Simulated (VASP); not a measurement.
A run of VASP 6.6.1 is set up as follows.

File INCAR:

```
PREC = Accurate ; ENCUT = 520
EDIFF = 1E-7 ; ISMEAR = -1
SIGMA = 0.15 ; LREAL = False
LASPH = True ; NELM = 150
ALGO = Normal ; ISIF = 2
LWAVE = False ; LCHARG = True
ISPIN = 2 ; MAGMOM = 1.5
LORBIT = 11 ; LMAXMIX = 4
GGA = PE ; LELF = True
LVHAR = True ; NBANDS = 15
```

Contents of KPOINTS:

```
regular mesh
0
Gamma
  8 8 8
```

The input POSCAR:

```
Ni
1.0
    2.4917520000      0.0000000000      0.0000000000
    1.2458760000      2.1579205319      0.0000000000
    1.2458760000      0.7193068440      2.0345069885
Ni
1
Direct
    0.0000000000      0.0000000000      0.0000000000
```

Potentials or basis: VASP PAW PBE potentials, release 64 (Ni).

The run is started by

```console
$ cat potpaw_PBE.64/Ni/POTCAR > POTCAR
$ mpirun -np 1 vasp_std > vasp.out
```

**Question.** Estimate the site moments.

**Answer.** Ni +0.67 μB.

**Question.** Predict the net moment.

**Answer.** 0.66 μB per cell.

Caveat: the k points lie up to 0.39 Å⁻¹ apart.
